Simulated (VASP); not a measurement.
# AlN (P1) in VASP: a series of runs

Runs on AlN. Level: r2SCAN. Tasks: single point.

Everything below comes from runs of VASP 6.6.1. Logs are shortened: lines on timing, memory, paths and dates and some standing lists are left out, and cuts for length are marked.

**1. The cell of the first run**

The typed cell holds 12 atoms: a = 3.090 Å, b = 3.090 Å, c = 15.166 Å, α = 88.25°, β = 86.50°, γ = 60.00°.

**2. Single point, r2SCAN**

Input file POSCAR:

```
AlN
1.0
    2.1849006262     -2.1849006262      0.0000000000
    2.1849006262      0.0000000000     -2.1849006262
    9.3950726926      8.0841323168      8.7396025047
Al N
6 6
Direct
    0.8812600000      0.0000000000      0.3958000000
    0.2645933333      0.3333333333      0.2291333333
    0.4979266667      0.6666666667      0.5624666667
    0.7312600000      1.0000000000      0.8958000000
    0.1145933333      0.3333333333      0.7291333333
    0.6479266667      0.6666666667      0.0624666667
    0.5354266667      0.6666666667      0.4374666667
    0.9187600000      1.0000000000      0.2708000000
    0.1520933333      0.3333333333      0.6041333333
    0.3854266667      0.6666666667      0.9374666667
   -0.2312400000      0.0000000000      0.7708000000
    0.3020933333      0.3333333333      0.1041333333
```

Input file INCAR.step1:

```
ALGO     = Normal         # electronic algorithm
EDIFF    = 1E-4           # SCF threshold, eV
ENCUT    = 520            # plane-wave cutoff, eV
GGA      = PE             # functional
ISMEAR   = 0              # smearing method
LASPH    = True           # aspherical terms in the spheres
LCHARG   = False          # write CHGCAR
LREAL    = False          # projectors in reciprocal space
LWAVE    = True           # write WAVECAR
NBANDS   = 36             # bands
NELM     = 100            # most SCF steps
PREC     = Accurate       # precision mode
SIGMA    = 0.05           # smearing width, eV
```

Input file INCAR.step2:

```
ALGO     = Normal         # electronic algorithm
EDIFF    = 1E-6           # SCF threshold, eV
ENCUT    = 520            # plane-wave cutoff, eV
ISIF     = 2              # what is computed and relaxed
ISMEAR   = 0              # smearing method
ISTART   = 1            
LASPH    = True           # aspherical terms in the spheres
LCHARG   = False          # write CHGCAR
LMIXTAU  = True         
LREAL    = False          # projectors in reciprocal space
LWAVE    = False          # write WAVECAR
METAGGA  = R2SCAN         # meta-GGA
NBANDS   = 36             # bands
NELM     = 100            # most SCF steps
PREC     = Accurate       # precision mode
SIGMA    = 0.05           # smearing width, eV
```

Input file KPOINTS:

```
k-points
0
Gamma
  8 8 2
```

Potentials or basis: VASP PAW PBE potentials, release 64 (Al, N).

Command:

```sh
cat potpaw_PBE.64/Al/POTCAR potpaw_PBE.64/N/POTCAR > POTCAR
cp INCAR.step1 INCAR
mpirun -np 1 vasp_std > vasp.out
cp INCAR.step2 INCAR
mpirun -np 1 vasp_std > vasp.out
```

OUTCAR:

```text
EDIFF = 1E-6
   ENCUT = 520
   ISIF = 2
   ISMEAR = 0
   ISTART = 1
   LASPH = True
   LREAL = False
   METAGGA = R2SCAN
   NELM = 100
   PREC = Accurate

 ion  position               nearest neighbor table
   1  0.881  0.000  0.396-   7 1.89   8 1.89   7 1.89   7 1.89   3 3.09   2 3.09   3 3.09   2 3.09
                             3 3.09   2 3.09
   2  0.265  0.333  0.229-   8 1.89  12 1.89   8 1.89   8 1.89   6 3.09   6 3.09   6 3.09   1 3.09
                             1 3.09   1 3.09
   3  0.498  0.667  0.562-   9 1.89   9 1.89   7 1.89   9 1.89   5 3.09   5 3.09   5 3.09   1 3.09
                             1 3.09   1 3.09
   4  0.731  0.000  0.896-  10 1.89  11 1.89  10 1.89  10 1.89   6 2.75   5 3.09   5 3.09   5 3.09
                             6 3.23
   5  0.115  0.333  0.729-  11 1.89   9 1.89  11 1.89  11 1.89   3 3.09   3 3.09   3 3.09   4 3.09
                             4 3.09   4 3.09
   6  0.648  0.667  0.062-  12 1.89  12 1.89  12 1.89  10 2.11   4 2.75   2 3.09   2 3.09   2 3.09
                             4 3.23
   7  0.535  0.667  0.437-   1 1.89   3 1.89   1 1.89   1 1.89
   8  0.919  0.000  0.271-   2 1.89   1 1.89   2 1.89   2 1.89
   9  0.152  0.333  0.604-   3 1.89   3 1.89   5 1.89   3 1.89
  10  0.385  0.667  0.937-   4 1.89   4 1.89   4 1.89   6 2.11
  11  0.769  0.000  0.771-   5 1.89   4 1.89   5 1.89   5 1.89
  12  0.302  0.333  0.104-   6 1.89   6 1.89   2 1.89   6 1.89

  LATTYP: Found a base centered monoclinic cell.
 ALAT       =     3.0899160980
 B/A-ratio  =     1.7320508076
 C/A-ratio  =     4.9081564767
 COS(beta)  =    -0.0611227457

  Lattice vectors:

 A1 = (   0.0000000000,   2.1849006262,  -2.1849006262)
 A2 = (  -2.1849006262,   0.0000000000,   2.1849006262)
 A3 = (   9.3950726926,   8.0841323168,   8.7396025047)

Analysis of symmetry for initial positions (statically):
=====================================================================
 Subroutine PRICEL returns:
 Original cell was already a primitive cell.

 Routine SETGRP: Setting up the symmetry group for a
 base centered monoclinic supercell.

 Subroutine GETGRP returns: Found  1 space group operations
 (whereof  1 operations were pure point group operations)
 out of a pool of  4 trial point group operations.

The static configuration has the point symmetry C_1 .

Analysis of symmetry for dynamics (positions and initial velocities):
=====================================================================
 Subroutine PRICEL returns:
 Original cell was already a primitive cell.

 Routine SETGRP: Setting up the symmetry group for a
 base centered monoclinic supercell.

 Subroutine GETGRP returns: Found  1 space group operations
 (whereof  1 operations were pure point group operations)
 out of a pool of  4 trial point group operations.

The dynamic configuration has the point symmetry C_1 .

 Subroutine INISYM returns: Found  1 space group operations
 (whereof  1 operations are pure point group operations),
 and found     1 'primitive' translations

----------------------------------------------------------------------------------------

                                     Primitive cell

  volume of cell :     125.1631

  direct lattice vectors                    reciprocal lattice vectors
     2.184900626 -2.184900626  0.000000000     0.141120072 -0.316566648  0.141120072
     2.184900626  0.000000000 -2.184900626     0.152562240  0.152562240 -0.305124480
     9.395072693  8.084132317  8.739602505     0.038140560  0.038140560  0.038140560

  length of vectors
     3.089916098  3.089916098 15.165791709     0.374224788  0.373699642  0.066061388

  position of ions in fractional coordinates (direct lattice)
     0.881260000  0.000000000  0.395800000
     0.264593333  0.333333333  0.229133333
     0.497926667  0.666666667  0.562466667
     0.731260000  0.000000000  0.895800000
     0.114593333  0.333333333  0.729133333
     0.647926667  0.666666667  0.062466667
     0.535426667  0.666666667  0.437466667
     0.918760000  0.000000000  0.270800000
     0.152093333  0.333333333  0.604133333
     0.385426667  0.666666667  0.937466667
     0.768760000  0.000000000  0.770800000
     0.302093333  0.333333333  0.104133333

  ion indices of the primitive-cell ions
   primitive index   ion index
                 1           1
                 2           2
                 3           3
                 4           4
                 5           5
                 6           6
                 7           7
                 8           8
                 9           9
                10          10
                11          11
                12          12

----------------------------------------------------------------------------------------

 KPOINTS: k-points

Automatic generation of k-mesh.
 Grid dimensions read from file:
 generate k-points for:    8    8    2

 Generating k-lattice:

[... 44 lines left out ...]
   ENCUT  =  520.0 eV  38.22 Ry    6.18 a.u.   5.75  5.75 28.20*2*pi/ulx,y,z
   NELM   =    100;   NELMIN=  2; NELMDL=  0     # of ELM steps
   EDIFF  = 0.1E-05   stopping-criterion for ELM
   LREAL  =      F    real-space projection
   EDIFFG = 0.1E-04   stopping-criterion for IOM
   NSW    =      0    number of steps for IOM
   IBRION =     -1    ionic relax: 0-MD 1-quasi-New 2-CG
   NFREE  =      0    steps in history (QN), initial steepest desc. (CG)
   ISIF   =      2    stress and relaxation
   ISYM   =      2    0-nonsym 1-usesym 2-fastsym
   POTIM  = 0.5000    time-step for ionic-motion
   TEBEG  =    0.0;   TEEND  =   0.0 temperature during run
   PSTRESS=    0.0 pullay stress
   NELECT =      48.0000    total number of electrons
   NUPDOWN=      -1.0000    fix difference up-down
   EMIN   =  10.00;   EMAX   =-10.00  energy-range for DOS
   EFERMI =   0.00;   METHOD = LEGACY
   ISMEAR =     0;   SIGMA  =   0.05  broadening in eV -4-tet -1-fermi 0-gaus
   EFERMI_NEDOS =   21; number of points for ismear=-14 and -15
   IALGO  =     38    algorithm
   IMIX   =      4    mixing-type and parameters
     AMIX     =   0.40;   BMIX     =  1.00
     AMIX_MAG =   1.60;   BMIX_MAG =  1.00
  volume/ion in A,a.u.               =      10.43        70.39
  Fermi-wavevector in a.u.,A,eV,Ry     =   1.189405  2.247650 19.247952  1.414685
  Thomas-Fermi vector in A             =   2.325513
   LORBIT       =      0    0 simple, 1 ext, 2 COOP (PROOUT), +10 PAW based schemes
   METAGGA = R2SCAN    functional components
   LHFCALC =     F    Hartree Fock is set to
   AEXX    =    0.0000 exact exchange contribution
   IVDW    =     0    specifies the selected vdW correction
   LEPSILON=     F    determine dielectric tensor
   LRPA    =     F    only Hartree local field effects (RPA)
 non-spin polarized calculation
 Gauss-broadening in eV      SIGMA  =   0.05
  energy-cutoff  :      520.00
  volume of cell :      125.16
 maximum number of plane-waves:      3402
   NGX = 11   NGY = 11   NGZ = 57

 number of electron      48.0000003 magnetization

 Free energy of the ion-electron system (eV)
  ---------------------------------------------------
  ext. energy  EPLUGINS =         0.00000000
  ---------------------------------------------------
  free energy    TOTEN  =      -114.19723049 eV

  energy without entropy =     -114.19723049  energy(sigma->0) =     -114.19723049

 E-fermi :   6.3567     XC(G=0): -11.4291

 val. band max:        6.0687331098   @ k =   0.0000   0.0000   0.0000
 cond. band min:       9.5783864355   @ k =   0.5000   0.0000   0.0000
 fundamental gap:      3.5096533258
 Fermi energy:         6.3567413163

 k-point     1 :       0.0000    0.0000    0.0000
  band No.  band energies     occupation
      1     -10.0337      2.00000
      2      -9.6443      2.00000
      3      -9.5898      2.00000
      4      -8.6677      2.00000
      5      -8.6049      2.00000
      6      -7.9775      2.00000
[... 28 lines left out ...]
     35      17.7937      0.00000
     36      17.9680      0.00000
[... 866 lines left out ...]
      6      -7.1690      2.00000
[... 28 lines left out ...]
     35      16.9282      0.00000
     36      17.1196      0.00000

 [... further k-points ...]

------------------------ aborting loop because EDIFF is reached ----------------------------------------

  FORCE on cell =-STRESS in cart. coord.  units (eV):
  Direction    XX          YY          ZZ          XY          YZ          ZX
  --------------------------------------------------------------------------------------
  -------------------------------------------------------------------------------------
  Total       -4.5462186     -0.4240752      1.9657842      1.0343115      2.7700871     -1.2245059
  in kB      -58.1948540     -5.4284661     25.1634452     13.2399278     35.4590986    -15.6745521
  external PRESSURE =     -12.8199583 kB  Pullay stress =       0.0000000 kB

 VOLUME and BASIS-vectors are now :
 -----------------------------------------------------------------------------
  energy-cutoff  :      520.00
  volume of cell :      125.16
      direct lattice vectors                 reciprocal lattice vectors
     2.184900626 -2.184900626  0.000000000     0.141120072 -0.316566648  0.141120072
     2.184900626  0.000000000 -2.184900626     0.152562240  0.152562240 -0.305124480
     9.395072693  8.084132317  8.739602505     0.038140560  0.038140560  0.038140560

 POSITION                                       TOTAL-FORCE (eV/Angst)
 -----------------------------------------------------------------------------------
      5.64404      1.27423      3.45913         0.025937      0.030881      0.028785
      3.45913      1.27423      1.27423         0.022410      0.063485      0.111495
      7.82894      3.45913      3.45913         0.028174      0.029080      0.028573
     10.01384      5.64404      7.82894        -0.144012     -0.298689     -0.586837
      7.82894      5.64404      5.64404         0.023292      0.034467      0.033704
      3.45913     -0.91067     -0.91067        -1.182951      0.590072     -0.051353
      6.73649      2.36668      2.36668        -0.027786     -0.026895     -0.026004
      4.55158      0.18178      2.36668        -0.038133     -0.012588     -0.023301
      6.73649      4.55158      4.55158        -0.023678     -0.030590     -0.027814
     11.10629      6.73649      6.73649         1.442003     -0.425119     -0.027167
      8.92139      4.55158      6.73649         0.002870     -0.085978     -0.030528
      2.36668      0.18178      0.18178        -0.128127      0.131875      0.570448
 -----------------------------------------------------------------------------------
    total drift:                                0.034169      0.035316      0.032547

  FREE ENERGIE OF THE ION-ELECTRON SYSTEM (eV)
  ---------------------------------------------------
  free  energy   TOTEN  =      -114.1972304946 eV

  energy  without entropy=     -114.1972304946  energy(sigma->0) =     -114.19723049
```

Run time: 11 min. Hardware: 1 thread of Intel Xeon Platinum 8488C (Sapphire Rapids), shared host; peak memory 0.4 GiB.

Results:

```
Free energy            : -114.1972 eV
Pressure               : -1.3 GPa
Largest force          : 1.504 eV/Å
Band gap on the k mesh : 3.51 eV (least direct gap 3.79 eV)
```

Forces in eV/Å, atoms in the order of the input:
```
Al   0.026  0.031  0.029
Al   0.022  0.063  0.111
Al   0.028  0.029  0.029
Al  -0.144 -0.299 -0.587
Al   0.023  0.034  0.034
Al  -1.183  0.590 -0.051
N   -0.028 -0.027 -0.026
N   -0.038 -0.013 -0.023
N   -0.024 -0.031 -0.028
N    1.442 -0.425 -0.027
N    0.003 -0.086 -0.031
N   -0.128  0.132  0.570
```

Caveat: the PAW data sets were made with another functional, which shifts forces and pressure a little.

**3. Single point, r2SCAN**

Input file POSCAR:

```
AlN
1.0
    2.1849006262     -2.1849006262      0.0000000000
    2.1849006262      0.0000000000     -2.1849006262
    9.6135627552      7.8656422542      8.7396025047
Al N
6 6
Direct
    0.8416800000      0.0000000000      0.3958000000
    0.2416800000      0.3333333333      0.2291333333
    0.4416800000      0.6666666667      0.5624666667
    0.6416800000      1.0000000000      0.8958000000
    0.0416800000      0.3333333333      0.7291333333
    0.6416800000      0.6666666667      0.0624666667
    0.4916800000      0.6666666667      0.4374666667
    0.8916800000      1.0000000000      0.2708000000
    0.0916800000      0.3333333333      0.6041333333
    0.2916800000      0.6666666667      0.9374666667
   -0.3083200000      0.0000000000      0.7708000000
    0.2916800000      0.3333333333      0.1041333333
```

Input file INCAR.step1:

```
SYSTEM = AlN
  PREC = Accurate
  ENCUT = 520
  ISMEAR = 0
  SIGMA = 0.05
  LREAL = .False.
  LASPH = .True.
  NELM = 60
  NBANDS = 36
  GGA = PE
  ALGO = Normal
  EDIFF = 1E-4
  LWAVE = .True.
  LCHARG = .False.
```

Input file INCAR.step2:

```
SYSTEM = AlN
  PREC = Accurate
  ENCUT = 520
  EDIFF = 1E-7
  ISMEAR = 0
  SIGMA = 0.05
  LREAL = .False.
  LASPH = .True.
  NELM = 60
  ALGO = Normal
  ISIF = 2
  LWAVE = .False.
  LCHARG = .False.
  METAGGA = R2SCAN
  LMIXTAU = .True.
  NBANDS = 36
  ISTART = 1
```

Input file KPOINTS:

```
regular mesh
0
Gamma
  8 8 2
  0 0 0
```

Potentials or basis: VASP PAW PBE potentials, release 64 (Al, N).

Command:

```sh
cat potpaw_PBE.64/Al/POTCAR potpaw_PBE.64/N/POTCAR > POTCAR
cp INCAR.step1 INCAR
mpirun -np 1 vasp_std > vasp.out
cp INCAR.step2 INCAR
mpirun -np 1 vasp_std > vasp.out
```

It took 9 min on 1 thread of Intel Xeon 6975P-C (Granite Rapids), shared host; peak memory 0.39 GiB.

Results (log left out):

```
Free energy            : -113.7971 eV
Pressure               : -1.6 GPa
Largest force          : 1.191 eV/Å
Band gap on the k mesh : 3.58 eV (least direct gap 3.79 eV)
```

Forces in eV/Å, atoms in the order of the input:
```
Al   0.032  0.035  0.034
Al   0.041  0.067  0.155
Al   0.033  0.034  0.034
Al  -0.239 -0.327 -0.771
Al   0.031  0.038  0.042
Al  -0.857  0.319  0.048
N   -0.033 -0.032 -0.030
N   -0.038 -0.021 -0.027
N   -0.030 -0.034 -0.033
N    1.164 -0.089 -0.237
N   -0.023 -0.085 -0.036
N   -0.080  0.096  0.823
```

Stress tensor (GPa, compression positive):
```
-6.04  2.20 -0.11
 2.20 -2.49  3.25
-0.11  3.25  3.87
```

Levels at points of the mesh, in eV from the valence-band top:
| k point | band 22 | band 23 | band 24 | band 25 | band 26 | band 27 |
| --- | --- | --- | --- | --- | --- | --- |
| (0.00, 0.00, 0.00) | -0.36 | -0.31 | 0.00 | 4.19 | 5.56 | 5.97 |
| (0.50, 0.00, 0.00) | -1.18 | -0.89 | -0.21 | 3.58 | 4.69 | 4.91 |
| (0.50, 0.50, 0.00) | -1.06 | -0.88 | -0.63 | 3.79 | 4.56 | 5.27 |
| (0.00, 0.50, 0.00) | -1.08 | -0.92 | -0.44 | 3.59 | 4.72 | 5.10 |
| (0.00, 0.00, 0.50) | -0.37 | -0.33 | -0.21 | 4.45 | 5.02 | 6.52 |
| (0.50, 0.00, 0.50) | -1.09 | -0.91 | -0.26 | 3.90 | 3.94 | 5.74 |
| (0.50, 0.50, 0.50) | -1.11 | -0.90 | -0.61 | 3.90 | 4.35 | 5.43 |
| (0.00, 0.50, 0.50) | -1.17 | -0.88 | -0.57 | 3.97 | 4.02 | 5.42 |

Caveat: the PAW data sets were made with another functional, which shifts forces and pressure a little.

**4. Single point, r2SCAN**

Input file POSCAR:

```
AlN
1.0
    2.1849006262     -2.1849006262      0.0000000000
    2.1849006262      0.0000000000     -2.1849006262
    8.9580925673      8.5211124421      8.7396025047
Al N
6 6
Direct
    0.9604200000      0.0000000000      0.3958000000
    0.3104200000      0.3333333333      0.2291333333
    0.6104200000      0.6666666667      0.5624666667
    0.9104200000      1.0000000000      0.8958000000
    0.2604200000      0.3333333333      0.7291333333
    0.6604200000      0.6666666667      0.0624666667
    0.6229200000      0.6666666667      0.4374666667
    0.9729200000      1.0000000000      0.2708000000
    0.2729200000      0.3333333333      0.6041333333
    0.5729200000      0.6666666667      0.9374666667
   -0.0770800000      0.0000000000      0.7708000000
    0.3229200000      0.3333333333      0.1041333333
```

INCAR.step1, as its differences from that of step 3:

```diff
@@ -7,3 +7,3 @@
   LASPH = .True.
-  NELM = 60
+  NELM = 100
   NBANDS = 36
```

Input file INCAR.step2:

```
SYSTEM = AlN
  PREC = Accurate
  ENCUT = 520
  EDIFF = 1E-6
  ISMEAR = 0
  SIGMA = 0.05
  LREAL = .False.
  LASPH = .True.
  NELM = 100
  ALGO = Normal
  ISIF = 2
  LWAVE = .False.
  LCHARG = .True.
  METAGGA = R2SCAN
  LMIXTAU = .True.
  LELF = .True.
  LVHAR = .True.
  NBANDS = 36
  ISTART = 1
```

KPOINTS is that of step 3.

Command:

```sh
cat potpaw_PBE.64/Al/POTCAR potpaw_PBE.64/N/POTCAR > POTCAR
cp INCAR.step1 INCAR
mpirun -np 1 vasp_std > vasp.out
cp INCAR.step2 INCAR
mpirun -np 1 vasp_std > vasp.out
```

Wall time 6.8 min (1 thread of Intel Xeon 6975P-C (Granite Rapids), shared host); peak memory 0.4 GiB.

Results (log left out):

```
Free energy            : -114.9681 eV
Pressure               : -0.5 GPa
Largest force          : 0.641 eV/Å
Band gap on the k mesh : 3.77 eV (least direct gap 4.23 eV)
```

Forces on the atoms (eV/Å):
```
Al   0.005  0.008  0.007
Al  -0.003  0.020  0.017
Al   0.006  0.007  0.007
Al   0.018 -0.086 -0.089
Al   0.004  0.009  0.007
Al  -0.511  0.335 -0.048
N   -0.006 -0.005 -0.005
N   -0.012  0.002 -0.005
N   -0.004 -0.007 -0.006
N    0.555 -0.319  0.046
N    0.014 -0.029 -0.006
N   -0.067  0.065  0.076
```

Stress tensor (GPa, compression positive):
```
-2.03  0.08 -1.24
 0.08  0.42  1.41
-1.24  1.41 -0.04
```

Levels at points of the mesh, in eV from the valence-band top:
```tsv
k point	band 20	band 21	band 22	band 23	band 24	band 25	band 26	band 27	band 28	band 29
(0.00, 0.00, 0.00)	-0.24	-0.22	-0.15	-0.12	0.00	4.74	6.15	6.20	7.64	7.67
(0.50, 0.00, 0.00)	-1.54	-0.99	-0.99	-0.63	-0.46	3.77	5.17	5.19	7.74	7.84
(0.50, 0.50, 0.00)	-1.60	-1.01	-0.98	-0.69	-0.59	3.85	5.20	5.24	7.72	7.81
(0.00, 0.50, 0.00)	-1.58	-1.02	-0.98	-0.68	-0.48	3.81	5.20	5.22	7.73	7.82
(0.00, 0.00, 0.50)	-0.33	-0.20	-0.16	-0.15	-0.08	5.19	5.24	7.04	7.09	7.95
(0.50, 0.00, 0.50)	-1.33	-0.93	-0.82	-0.71	-0.62	4.16	4.22	6.43	6.46	8.35
(0.50, 0.50, 0.50)	-1.33	-1.08	-0.93	-0.72	-0.70	4.23	4.28	6.42	6.47	8.23
(0.00, 0.50, 0.50)	-1.32	-0.97	-0.93	-0.71	-0.62	4.22	4.23	6.43	6.47	8.21
```

Caveat: the PAW data sets were made with another functional, which shifts forces and pressure a little.

**5. The runs side by side**

```tsv
cell	gap on the mesh (eV)	pressure (GPa)	largest force (eV/Å)
a = 3.090, b = 3.090, c = 15.166 Å, angles 88.2, 86.5, 60.0°, 12 atoms	3.51	-1.3	1.50
a = 3.090, b = 3.090, c = 15.188 Å, angles 87.7, 85.3, 60.0°, 12 atoms	3.58	-1.6	1.19
a = 3.090, b = 3.090, c = 15.141 Å, angles 89.4, 88.8, 60.0°, 12 atoms	3.77	-0.5	0.64
```

Alike in all rows: task single point; level r2SCAN; potentials or basis VASP PAW PBE potentials, release 64 (Al, N); no spin polarisation; k mesh 8 × 8 × 2; cutoff (eV) 520; smearing gaussian 0.05 eV.

Caveats: the PAW data sets were made with another functional, which shifts forces and pressure a little.

Total energies depend on the potentials used, so only differences within one code and one set of settings carry meaning.
